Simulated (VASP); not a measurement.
**SrO: single point with RPBE**

The system is SrO.

```
Sr O
1.0
     0.00000    2.56630    2.56630
     2.56630    0.00000    2.56630
     2.56630    2.56630    0.00000
Sr O
1 1
Direct
  0.50000 0.50000 0.50000
  0.00000 0.00000 0.00000
```

| Property | Result |
| --- | --- |
| Program | VASP 6.6.1 |
| Task | single point |
| Functional | RPBE |
| Potentials or basis | VASP PAW PBE potentials, release 64 (Sr_sv, O) |
| Cutoff | 520 eV |
| k mesh | 4 × 4 × 4 |
| Occupations | gaussian, width 0.01 eV |
| Spin | no spin polarisation |
| Dipole correction | no |
| Further INCAR settings | ALGO = Normal; EDIFF = 1e-06; NBANDS = 15 |

| Property | Result |
| --- | --- |
| Pressure | 7.0 GPa |
| Band gap on the k mesh | 3.37 eV, indirect (least direct gap 3.46 eV) |

Levels at points of the mesh, in eV from the valence-band top:
```csv
k point,band 4,band 5,band 6,band 7,band 8,band 9,band 10,band 11,band 12,band 13
"(0.00, 0.00, 0.00)",-14.12,-14.12,0.00,0.00,0.00,4.20,6.28,6.28,6.28,8.40
"(0.50, 0.00, 0.00)",-14.20,-12.93,-2.13,-1.14,-1.14,6.66,8.66,8.90,8.90,11.92
"(0.50, 0.50, 0.00)",-14.48,-14.48,-0.42,-0.09,-0.09,3.37,7.88,10.17,10.61,11.09
```

Run time: 12 s on 1 thread of Intel Xeon 8259CL, on a shared host, peak memory 0.15 GiB.

Caveat: the k points lie up to 0.53 Å⁻¹ apart; the PAW data sets were made with another functional, which shifts forces and pressure a little. A k mesh can miss the band edges.
